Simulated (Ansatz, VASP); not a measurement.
# Two plane-wave programs on Ba

Contents of INCAR:

```
SYSTEM = Ba
ALGO = Fast
EDIFF = 1E-6
ENCUT = 520
GGA = PE
ISIF = 2
ISMEAR = 0
LASPH = .True.
LCHARG = .True.
LELF = .True.
LREAL = .False.
LVHAR = .True.
LWAVE = .False.
NBANDS = 17
NELM = 100
PREC = Accurate
SIGMA = 0.05
```

File KPOINTS:

```
k-points
0
Gamma
  8 8 6
  0 0 0
```

POSCAR

```
Ba
1.0
    3.6622185503     -2.5662678257      0.0000000000
    3.6622185503      2.5662678257      0.0000000000
    0.0000000000      0.0000000000      7.3310622593
Ba
2
Direct
    0.7467739700      0.2532260300      0.2500000000
    0.2532260300      0.7467739700      0.7500000000
```

Input for Ansatz:

```yaml
crystal:
  lattice:
    - [3.6622185503, -2.5662678257, 0.0]
    - [3.6622185503, 2.5662678257, 0.0]
    - [0.0, 0.0, 7.3310622593]
  atoms:
    - { symbol: Ba, position: [0.74677397, 0.25322603, 0.25] }
    - { symbol: Ba, position: [0.25322603, 0.74677397, 0.75] }
basis:
  ecutwfc: 420
  fft_grid_basis: typed
kpoints:
  mp_grid: { grid: [8, 8, 6] }
hamiltonian:
  xc: pbe
scf:
  occupations: { method: gaussian, width: 0.05 }
output:
  forces: true
  stress: true
  eigenvalues: true
  bader: true
  write_density: true
  volumetric_format: npy
  elf: true
```

Alike in both runs: task single point; functional PBE; k mesh 8 × 8 × 6; occupations gaussian, width 0.05 eV; no spin polarisation.

|  | VASP | Ansatz |
| --- | --- | --- |
| version | VASP 6.6.1 | Ansatz 0.2.0 |
| potentials or method | VASP PAW PBE potentials, release 64 (Ba_sv), cutoff 520 eV | scalar-relativistic, plane waves, PAW |
| valence electrons in the cell | 20 | 20 |

|  | VASP | Ansatz | Ansatz less VASP |
| --- | --- | --- | --- |
| gap on the k mesh at the Fermi level (eV) | none | none | - |
| pressure (GPa) | -0.7 | -0.7 | -0.03 |
| rms of the force components (eV/Å) | 0.012 | 0.012 | -0.0002 |

Atom by atom the forces differ by 0.000 eV/Å (rms over components). A gap of «none» marks a metal or a gap that the smearing closes. With one functional, cell and mesh, what is left measures potentials, basis and numerics.

Spin-orbit coupling is off throughout.
